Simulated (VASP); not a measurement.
Runs of VASP 6.6.1 on TiCo. The structure is that of space group Pm-3m (No. 221), or close to it. The cells are those of the table. 

```csv
level,cell,gap on the mesh (eV),pressure (GPa),moment (μB)
PBE,"a = 3.082 Å, 2 atoms",none,-13.3,0.90
PBEsol,"a = 2.985 Å, 2 atoms",none,-7.9,0.79
r2SCAN,"a = 2.985 Å, 2 atoms",none,(b),0.89
PBE,"a = 3.044 Å, 2 atoms",none,(c),0.89
PBE,"a = 3.015 Å, 2 atoms",none,-5.0,(a)
```

Alike in all rows: task single point; potentials or basis VASP PAW PBE potentials, release 64 (Ti_sv, Co); spin collinear, ferromagnetic start; k mesh 18 × 18 × 18; cutoff (eV) 520; smearing gaussian 0.1 eV.

Problem. Fill in the values left out.

Solution. (a) 0.88; (b) 0.8; (c) -8.9.

Caveats: the PAW data sets were made with another functional, which shifts forces and pressure a little (some runs).

A gap of «none» marks levels without a gap at the run's occupations.
